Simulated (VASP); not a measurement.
Write the native input for VASP 6.6.1 that does the following.

| Item | Value |
| --- | --- |
| Task | relaxation of the atoms |
| Functional | LDA |
| Potentials or basis | VASP PAW LDA potentials, release 64 (Al, N) |
| Cutoff | 520 eV |
| k mesh | 9 × 9 × 6 |
| Occupations | gaussian, width 0.05 eV |
| Spin | no spin polarisation |
| Dipole correction | no |
| Further INCAR settings | ALGO = Normal; EDIFF = 1e-06; IBRION = 2; EDIFFG = -0.01; NSW = 50 |

The structure of AlN lies in POSCAR:

```
AlN
1.0
    3.1813000000      0.0000000000      0.0000000000
   -1.5906500000      2.7550866171      0.0000000000
    0.0000000000      0.0000000000      4.5481000000
Al N
2 2
Direct
    0.3333333333      0.6666666667      0.0015210172
    0.6666666667      0.3333333333      0.5015210172
    0.3333333333      0.6666666667      0.3834789828
    0.6666666667      0.3333333333      0.8834789828
```

These files were run (other wordings do the same):

INCAR

```
SYSTEM = AlN
PREC = Accurate
ENCUT = 520
EDIFF = 1E-6
ISMEAR = 0
SIGMA = 0.05
LREAL = .False.
LASPH = .True.
NELM = 100
ALGO = Normal
ISIF = 2
LWAVE = .False.
LCHARG = .False.
GGA = CA
IBRION = 2
NSW = 50
EDIFFG = -0.01
```

KPOINTS

```
Automatic mesh
0
Gamma
  9 9 6
  0 0 0
```

Potentials or basis: VASP PAW LDA potentials, release 64 (Al, N).

The run is started by

```sh
$ cat potpaw_LDA.64/Al/POTCAR potpaw_LDA.64/N/POTCAR > POTCAR
$ mpirun -np 1 vasp_std > vasp.out
```

It gave:

* Energy gained by relaxing: 73.3 meV/atom
* Ionic steps: 5
* Pressure after relaxing: 2.3 GPa
* Band gap on the k mesh: 3.85 eV, direct

Wall time 30 s on 1 thread of Intel(R) Xeon(R) Platinum 8488C (Sapphire Rapids), with other jobs on the host, peak memory 0.14 GiB.
